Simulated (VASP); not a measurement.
Wanted: the native input for a VASP 6.6.1 run.

```
Task                   : single point
Functional             : PBEsol
Potentials or basis    : VASP PAW PBE potentials, release 64 (Mg, I)
Cutoff                 : 520 eV
k mesh                 : 6 × 6 × 4
Occupations            : gaussian, width 0.05 eV
Spin                   : no spin polarisation
Dipole correction      : no
Further INCAR settings : ALGO = Normal; EDIFF = 1e-06; NBANDS = 15
```

The structure of MgI2 lies in POSCAR:

```
MgI2
1.0
    3.8058706318      0.0000000000      0.0000000000
   -1.9029353159      3.2959806506      0.0000000000
    0.0000000000      0.0000000000      8.1735918737
Mg I
1 2
Direct
    0.0000000000      0.0000000000      0.0000000000
    0.3333333333      0.6666666667      0.7576300000
    0.6666666667      0.3333333333      0.2423700000
```

This cell differs from its parent crystal: ratio of the length along z to the lengths across it x 1.3, volume and fractional coordinates fixed.

These files were run (other wordings do the same):

INCAR

```
SYSTEM = MgI2
ALGO = Normal
EDIFF = 1E-6
ENCUT = 520
GGA = PS
ISIF = 2
ISMEAR = 0
LASPH = .True.
LCHARG = .True.
LELF = .True.
LREAL = .False.
LVHAR = .True.
LWAVE = .False.
NBANDS = 15
NELM = 100
PREC = Accurate
SIGMA = 0.05
```

KPOINTS

```
k-points
0
Gamma
  6 6 4
  0 0 0
```

Potentials or basis: VASP PAW PBE potentials, release 64 (Mg, I).

Launch:

```console
$ cat potpaw_PBE.64/Mg/POTCAR potpaw_PBE.64/I/POTCAR > POTCAR
$ mpirun -np 1 vasp_std > vasp.out
```

It gave:

The pressure is 0.7 GPa. The largest force is 0.944 eV/Å and the band gap on the k mesh is 2.32 eV, indirect (the least direct gap lies 0.4 meV higher).

Caveat: the PAW data sets were made with another functional, which shifts forces and pressure a little; spin-orbit coupling is left out, which moves the levels of the heavy elements; this functional lacks dispersion, which binds the layers, so the pressure and a relaxed spacing across them are unreliable.

Run time: 63 s on 1 thread of Intel(R) Xeon(R) Platinum 8259CL CPU @ 2.50GHz (Skylake/Cascade Lake) (shared host), peak memory 0.23 GiB.
